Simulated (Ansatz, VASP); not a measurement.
CuO: VASP beside Ansatz

```xyz
4
Lattice="2.8795 0.0000 0.0000 0.0391 2.8793 0.0000 0.0175 0.0172 5.1763" Properties=species:S:1:pos:R:3 pbc="T T T"
Cu    1.4485    0.0086    2.5882
Cu    0.0195    1.4396    0.0000
O     0.0479    2.8788    1.2947
O     2.8881    0.0177    3.8817
```

Alike in both runs: task single point; functional PBEsol; k mesh 10 × 10 × 6; occupations gaussian, width 0.1 eV; no spin polarisation.

|  | VASP | Ansatz |
| --- | --- | --- |
| version | VASP 6.6.1 | Ansatz 0.2.0 |
| potentials or method | VASP PAW PBE potentials, release 64 (Cu, O), cutoff 520 eV | scalar-relativistic, plane waves, PAW |
| valence electrons in the cell | 34 | 50 |

Ansatz gave:

```
gap on the k mesh at the Fermi level (eV)                     : none
pressure (GPa)                                                : -2.1
traceless stress, the component that is largest in VASP (GPa) : -2.40
rms of the force components (eV/Å)                            : 0.005
```

What did VASP give for the same quantities?

gap on the k mesh at the Fermi level (eV): none; pressure (GPa): -1.3; traceless stress, the component that is largest in VASP (GPa): -2.09; rms of the force components (eV/Å): 0.005.

VASP's potentials were made for PBE, not for PBEsol. Atom by atom the forces differ by 0.001 eV/Å (rms over components). A gap of «none» marks a metal or a gap that the smearing closes. VASP's potentials hold 34 valence electrons a cell and Ansatz's 50, so a difference there can come from the potentials and not from the codes.
